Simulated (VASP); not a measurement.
A run of VASP 6.6.1:

File INCAR:

```
SYSTEM = Al2O3
ALGO = Normal
EDIFF = 1E-6
ENCUT = 520
ISIF = 2
ISMEAR = 0
LASPH = .TRUE.
LCHARG = .FALSE.
LREAL = .FALSE.
LWAVE = .FALSE.
NBANDS = 35
NELM = 60
PREC = Accurate
SIGMA = 0.01
```

KPOINTS

```
k-points
0
G
  5 5 5
  0 0 0
```

Contents of POSCAR:

```
Al2O3
1.0
    2.3646004108      1.3652026837      4.2972230726
   -2.3646004108      1.3652026837      4.2972230726
    0.0000000000     -2.7304053674      4.2972230726
Al O
4 6
Direct
    0.3520244458      0.3520244458      0.3520244458
    0.1479755542      0.1479755542      0.1479755542
    0.6479755542      0.6479755542      0.6479755542
    0.8520244458      0.8520244458      0.8520244458
    0.5558615709      0.9441384291      0.2500000000
    0.2500000000      0.5558615709      0.9441384291
    0.9441384291      0.2500000000      0.5558615709
    0.4441384291      0.0558615709      0.7500000000
    0.7500000000      0.4441384291      0.0558615709
    0.0558615709      0.7500000000      0.4441384291
```

Potentials or basis: VASP PAW LDA potentials, release 64 (Al, O).

Command:

```bash
$ cat potpaw_LDA.64/Al/POTCAR potpaw_LDA.64/O/POTCAR > POTCAR
$ mpirun -np 1 vasp_std > vasp.out
```

Hardware: 1 thread of Intel(R) Xeon(R) Platinum 8375C CPU @ 2.90GHz (Ice Lake), with other jobs on the host.

Problem. Estimate the wall time of this run.

Solution. Run time: 45 s on 1 thread of Intel(R) Xeon(R) Platinum 8375C CPU @ 2.90GHz (Ice Lake), on a shared host, peak memory 0.2 GiB. Counts: scf iterations 12, k points 19.
